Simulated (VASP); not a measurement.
# LiBr (Fm-3m) in VASP: a series of runs, part 2 of 2

VASP 6.6.1.

### 4 Single point, PBE, collinear spin, ferromagnetic start

Input file INCAR:

```
SYSTEM = LiBr
  PREC = Accurate
  ENCUT = 750
  EDIFF = 1E-6
  ISMEAR = 0
  SIGMA = 0.1
  LREAL = .FALSE.
  LASPH = .TRUE.
  NELM = 200
  ALGO = Normal
  ISIF = 2
  LWAVE = .FALSE.
  LCHARG = .FALSE.
  ISPIN = 2
  MAGMOM = 0 4
  LORBIT = 11
  GGA = PE
  NBANDS = 16
  GGA_COMPAT = .FALSE.
```

Input file KPOINTS:

```
Automatic mesh
0
G
  5 5 5
  0 0 0
```

Input file POSCAR:

```
LiBr
1.0
    0.0000000000      2.7226905798      2.7226905798
    2.7226905798      0.0000000000      2.7226905798
    2.7226905798      2.7226905798      0.0000000000
Li Br
1 1
Direct
    0.0000000000      0.0000000000      0.0000000000
    0.5000000000      0.5000000000      0.5000000000
```

Potentials or basis: VASP PAW PBE potentials, release 64 (Li_sv, Br).

On the command line:

```bash
cat potpaw_PBE.64/Li_sv/POTCAR potpaw_PBE.64/Br/POTCAR > POTCAR
mpirun -np 1 vasp_std > vasp.out
```

OUTCAR:

```text
SYSTEM = LiBr
   PREC = Accurate
   ENCUT = 750
   EDIFF = 1E-6
   ISMEAR = 0
   LREAL = .FALSE.
   LASPH = .TRUE.
   NELM = 200
   ISIF = 2
   ISPIN = 2
   LORBIT = 11
   GGA = PE

 ion  position               nearest neighbor table
   1  0.000  0.000  0.000-
   2  0.500  0.500  0.500-

  LATTYP: Found a face centered cubic cell.
 ALAT       =     5.4453811596

  Lattice vectors:

 A1 = (   0.0000000000,   2.7226905798,   2.7226905798)
 A2 = (   2.7226905798,   0.0000000000,   2.7226905798)
 A3 = (   2.7226905798,   2.7226905798,   0.0000000000)

Analysis of symmetry for initial positions (statically):
[... 576 lines left out ...]

 VOLUME and BASIS-vectors are now :
 -----------------------------------------------------------------------------
  energy-cutoff  :      750.00
  volume of cell :       40.37
      direct lattice vectors                 reciprocal lattice vectors
     0.000000000  2.722690580  2.722690580    -0.183641874  0.183641874  0.183641874
     2.722690580  0.000000000  2.722690580     0.183641874 -0.183641874  0.183641874
     2.722690580  2.722690580  0.000000000     0.183641874  0.183641874 -0.183641874

 POSITION                                       TOTAL-FORCE (eV/Angst)
 -----------------------------------------------------------------------------------
      0.00000      0.00000      0.00000        -0.000000      0.000000      0.000000
      2.72269      2.72269      2.72269         0.000000     -0.000000     -0.000000
 -----------------------------------------------------------------------------------
    total drift:                                0.000000      0.000000      0.000000

  FREE ENERGIE OF THE ION-ELECTRON SYSTEM (eV)
  ---------------------------------------------------
  free  energy   TOTEN  =        -6.6352252673 eV

  energy  without entropy=       -6.6352252673  energy(sigma->0) =       -6.63522527

 total charge

# of ion       s       p       d       tot
------------------------------------------
    1        2.006   0.034   0.000   2.040
    2        1.602   3.317   0.005   4.925
--------------------------------------------------
tot          3.608   3.351   0.005   6.965

 magnetization (x)

# of ion       s       p       d       tot
------------------------------------------
    1        0.000  -0.000   0.000   0.000
    2       -0.000   0.000  -0.000   0.000
--------------------------------------------------
tot         -0.000   0.000  -0.000   0.000
```

OSZICAR:

```text
N       E                     dE             d eps       ncg     rms          rms(c)
DAV:   1     0.506206268431E+02    0.50621E+02   -0.47637E+03   640   0.746E+02
DAV:   2    -0.264799212790E+00   -0.50885E+02   -0.47650E+02   856   0.131E+02
DAV:   3    -0.366740006977E+01   -0.34026E+01   -0.33894E+01   856   0.322E+01
DAV:   4    -0.374722183593E+01   -0.79822E-01   -0.79810E-01   816   0.482E+00
DAV:   5    -0.374916427282E+01   -0.19424E-02   -0.19424E-02   864   0.627E-01    0.115E+01
DAV:   6    -0.645593810819E+01   -0.27068E+01   -0.12476E+00   816   0.559E+00    0.405E+00
DAV:   7    -0.663003691755E+01   -0.17410E+00   -0.78469E-02   712   0.177E+00    0.132E+00
DAV:   8    -0.663155363962E+01   -0.15167E-02   -0.56373E-03   856   0.415E-01    0.687E-01
DAV:   9    -0.663443177997E+01   -0.28781E-02   -0.47989E-03   816   0.373E-01    0.190E-01
DAV:  10    -0.663504211591E+01   -0.61034E-03   -0.10655E-03   856   0.194E-01    0.707E-02
DAV:  11    -0.663519569424E+01   -0.15358E-03   -0.15992E-04   824   0.730E-02    0.322E-02
DAV:  12    -0.663521714688E+01   -0.21453E-04   -0.12902E-05   848   0.258E-02    0.178E-02
DAV:  13    -0.663522405118E+01   -0.69043E-05   -0.74535E-06   744   0.148E-02    0.642E-03
DAV:  14    -0.663522520893E+01   -0.11577E-05   -0.18851E-06   800   0.856E-03    0.118E-03
DAV:  15    -0.663522526729E+01   -0.58366E-07   -0.82413E-08   456   0.251E-03
   1 F= -.66352253E+01 E0= -.66352253E+01  d E =-.225635E-10  mag=     0.0000
```

stdout:

```text
POSCAR found type information on POSCAR LiBr
 POSCAR found :  2 types and       2 ions
 scaLAPACK will be used
 LDA part: xc-table for (Slater+PW92), standard interpolation
 POSCAR, INCAR and KPOINTS ok, starting setup
 FFT: planning ... GRIDC
 FFT: planning ... GRID_SOFT
 FFT: planning ... GRID
 WAVECAR not read
 entering main loop
```

Run time: 19 s. Hardware: 1 thread of Intel Xeon 6975P-C (Granite Rapids), shared host; peak memory 0.23 GiB.

What came out:

```
Free energy                                           : -6.6352 eV
Pressure                                              : 1.0 GPa
Band gap on the k mesh                                : 5.08 eV, direct
Net moment                                            : 0.00 μB per cell
Valence electrons inside the program's atomic spheres : Li 2.04; Br 4.92
```

Expect the measured gap to be larger: semilocal functionals such as PBE lack the derivative discontinuity.

### 5 Overview

| level | spin | fixed moment (μB) | k mesh | cutoff (eV) | smearing | gap on the mesh (eV) | pressure (GPa) | moment (μB) |
| --- | --- | --- | --- | --- | --- | --- | --- | --- |
| r2SCAN | off | - | 4 × 4 × 4 | 830 | gaussian 0.1 eV | 6.02 | 0.2 | - |
| PBE | collinear, ferromagnetic start | 1.0 | 4 × 4 × 4 | 750 | fermi-dirac 0.025852 eV | - | 4.3 | 1.00 |
| PBE | collinear, ferromagnetic start | - | 5 × 5 × 5 | 750 | gaussian 0.1 eV | 5.08 | 1.0 | 0.00 |

Alike in all rows: task single point; potentials or basis VASP PAW PBE potentials, release 64 (Li_sv, Br); cell as given.

Caveats: some runs use coarse meshes; the PAW data sets were made with another functional, which shifts forces and pressure a little (some runs); the total moment is fixed, so each spin has its own Fermi level (some runs).

Total energies depend on the potentials used, so only differences within one code and one set of settings carry meaning.
